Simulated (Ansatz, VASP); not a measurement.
**GeN: VASP beside Ansatz**

File INCAR:

```
SYSTEM = GeN
ALGO = Normal ; EDIFF = 1E-6
EDIFFG = -0.08 ; ENCUT = 600
GGA = PE ; IBRION = 2
ISIF = 3 ; ISMEAR = 0
LASPH = .TRUE. ; LCHARG = .FALSE.
LREAL = .FALSE. ; LWAVE = .FALSE.
NELM = 100 ; NSW = 36
PREC = Accurate ; SIGMA = 0.2
```

File KPOINTS:

```
k-points
0
G
  6 6 6
  0 0 0
```

The input POSCAR:

```
GeN
1.0
    3.1011636100      0.0000000000      0.0000000000
    0.0000000000      3.1011636100      0.0000000000
    0.0000000000      0.0000000000      3.1011636100
Ge N
1 1
Direct
    0.0000000000      0.0000000000      0.0000000000
    0.5000000000      0.5000000000      0.5000000000
```

Input for Ansatz:

```yaml
crystal:
  lattice:
    - [3.10116361, 0.0, 0.0]
    - [0.0, 3.10116361, 0.0]
    - [0.0, 0.0, 3.10116361]
  atoms:
    - { symbol: Ge, position: [0.0, 0.0, 0.0] }
    - { symbol: "N", position: [0.5, 0.5, 0.5] }
basis:
  ecutwfc: 420
kpoints:
  mp_grid: { grid: [6, 6, 6] }
hamiltonian:
  xc: pbe
scf:
  occupations: { method: gaussian, width: 0.2 }
  lower_state_search: "off"
output:
  forces: true
  stress: true
  eigenvalues: true
relax:
  adjacent_minimum: "off"
  f_tol: 0.08
  max_steps: 16
  cell: { stress_tol: 0.8 }
```

Change from the starting cell: species swapped into the ScIr type (Pm-3m, No. 221).

Alike in both runs: task relaxation of cell and atoms; functional PBE; k mesh 6 × 6 × 6; occupations gaussian, width 0.2 eV; no spin polarisation.

```csv
,VASP,Ansatz
version,VASP 6.6.1,Ansatz 0.2.0
potentials or method,"VASP PAW PBE potentials, release 64 (Ge_d, N), cutoff 600 eV","scalar-relativistic, plane waves, PAW"
valence electrons in the cell,19,19
```

VASP gave:

| Property | Result |
| --- | --- |
| gap on the k mesh at the Fermi level, each at its own relaxed structure (eV) | none |
| relaxed volume (Å³/atom) | 11.16 |
| relaxed cell length with the largest relative difference (Å) | 2.815 |

Task: Estimate Ansatz's values.

Result: gap on the k mesh at the Fermi level, each at its own relaxed structure (eV): none; relaxed volume (Å³/atom): 11.15; relaxed cell length with the largest relative difference (Å): 2.815.

A gap of «none» marks a metal or a gap that the smearing closes.

Noted on VASP's run: the volume moved by over 15 % at a fixed basis, so the end points are rough; too few bands were computed for a metal, which touches its energy and stress.
